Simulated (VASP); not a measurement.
Runs of VASP 6.6.1 on Zn. The structure is that of space group I4/mmm (No. 139), or close to it. The cells are those of the table. 

```csv
cell,further INCAR settings,gap on the mesh (eV),pressure (GPa)
"a = 2.705, b = 2.705, c = 3.208 Å, angles 53.6, 53.6, 72.7°, 1 atom",ALGO = Fast; EDIFF = 1e-06; NBANDS = 12,none,(b)
"a = 3.094, b = 3.094, c = 2.427 Å, angles 66.9, 66.9, 46.2°, 1 atom",ALGO = Fast; EDIFF = 1e-06; NBANDS = 12,none,4.0
"a = 3.032, b = 3.032, c = 2.476 Å, angles 65.9, 65.9, 48.2°, 1 atom",ALGO = Fast; EDIFF = 1e-06; NBANDS = 12,none,(a)
"a = 2.888, b = 2.888, c = 2.615 Å, angles 63.1, 63.1, 53.8°, 1 atom",ALGO = Fast; EDIFF = 1e-06; NBANDS = 12,none,-2.6
"a = 2.745, b = 2.745, c = 2.857 Å, angles 58.6, 58.6, 62.7°, 1 atom",ALGO = Fast; EDIFF = 1e-07; NBANDS = 12,none,-4.5
"a = 2.830, b = 2.830, c = 2.692 Å, angles 61.6, 61.6, 56.8°, 1 atom",ALGO = Fast; EDIFF = 1e-06; NBANDS = 12,none,-4.3
```

Alike in all rows: task single point; level PBEsol; potentials or basis VASP PAW PBE potentials, release 64 (Zn); no spin polarisation; k mesh 22 × 22 × 22; cutoff (eV) 520; smearing gaussian 0.15 eV.

Fill in the values left out.

(a) 1.9; (b) -3.9.

Caveats: the PAW data sets were made with another functional, which shifts forces and pressure a little; the cell stands under tension (at least some runs); the cell stands under pressure (at least some runs).

A gap of «none» marks levels without a gap at the run's occupations.
